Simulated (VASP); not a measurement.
Wanted: the native input for a VASP 6.6.1 run.

| Quantity | Value |
| --- | --- |
| Task | single point |
| Functional | r2SCAN |
| Potentials or basis | VASP PAW PBE potentials, release 64 (B, N) |
| Cutoff | 520 eV |
| k mesh | 12 × 12 × 6 |
| Occupations | gaussian, width 0.05 eV |
| Spin | no spin polarisation |
| Dipole correction | no |
| Further INCAR settings | ALGO = Normal; EDIFF = 1e-06; NBANDS = 16 |

Crystal: BN.

```
CELL_PARAMETERS angstrom
2.54397 0.00000 0.00000
-1.27198 2.20314 0.00000
0.00000 0.00000 4.20774
ATOMIC_POSITIONS crystal
B 0.66400 0.33530 0.97565
B 0.30804 0.63346 0.51005
N 0.70519 0.38999 0.63612
N 0.32278 0.64125 0.12818
```

This cell differs from its parent crystal: atoms moved at random.

One way to write it, as run:

POSCAR

```
BN
1.0
    2.5439665234      0.0000000000      0.0000000000
   -1.2719832617      2.2031396356      0.0000000000
    0.0000000000      0.0000000000      4.2077449346
B N
2 2
Direct
    0.6639968038      0.3353005822      0.9756549539
    0.3080391862      0.6334626799      0.5100467040
    0.7051872968      0.3899887081      0.6361227334
    0.3227767132      0.6412480298      0.1281756087
```

INCAR.step1

```
SYSTEM = BN
PREC     = Accurate       ! precision mode
ENCUT    = 520            ! plane-wave cutoff, eV
ISMEAR   = 0              ! smearing method
SIGMA    = 0.05           ! smearing width, eV
LREAL    = .False.        ! projectors in reciprocal space
LASPH    = .True.         ! aspherical terms in the spheres
NELM     = 100            ! most SCF steps
NBANDS   = 16             ! bands
GGA      = PE             ! functional
ALGO     = Normal         ! electronic algorithm
EDIFF    = 1E-4           ! SCF threshold, eV
LWAVE    = .True.         ! write WAVECAR
LCHARG   = .False.        ! write CHGCAR
```

INCAR.step2

```
SYSTEM = BN
PREC     = Accurate       ! precision mode
ENCUT    = 520            ! plane-wave cutoff, eV
EDIFF    = 1E-6           ! SCF threshold, eV
ISMEAR   = 0              ! smearing method
SIGMA    = 0.05           ! smearing width, eV
LREAL    = .False.        ! projectors in reciprocal space
LASPH    = .True.         ! aspherical terms in the spheres
NELM     = 100            ! most SCF steps
ALGO     = Normal         ! electronic algorithm
ISIF     = 2              ! what is computed and relaxed
LWAVE    = .False.        ! write WAVECAR
LCHARG   = .True.         ! write CHGCAR
METAGGA  = R2SCAN         ! meta-GGA
LMIXTAU  = .True.       
LELF     = .True.         ! ELF
LVHAR    = .True.       
NBANDS   = 16             ! bands
ISTART   = 1
```

KPOINTS

```
Automatic mesh
0
Gamma
  12 12 6
  0 0 0
```

Potentials or basis: VASP PAW PBE potentials, release 64 (B, N).

Command:

```bash
$ cat potpaw_PBE.64/B/POTCAR potpaw_PBE.64/N/POTCAR > POTCAR
$ cp INCAR.step1 INCAR
$ mpirun -np 1 vasp_std > vasp.out
$ cp INCAR.step2 INCAR
$ mpirun -np 1 vasp_std > vasp.out
```

It gave:

```
Pressure               : 10.4 GPa
Largest force          : 5.768 eV/Å
Band gap on the k mesh : 4.17 eV (least direct gap 7.42 eV)
```

Caveat: the cell differs from its parent crystal (atoms moved at random); the cell stands under pressure; the PAW data sets were made with another functional, which shifts forces and pressure a little.

Wall time 4.1 min on 1 thread of AMD EPYC 9R45 96-Core Processor (Zen 5), on a shared host, peak memory 0.21 GiB.
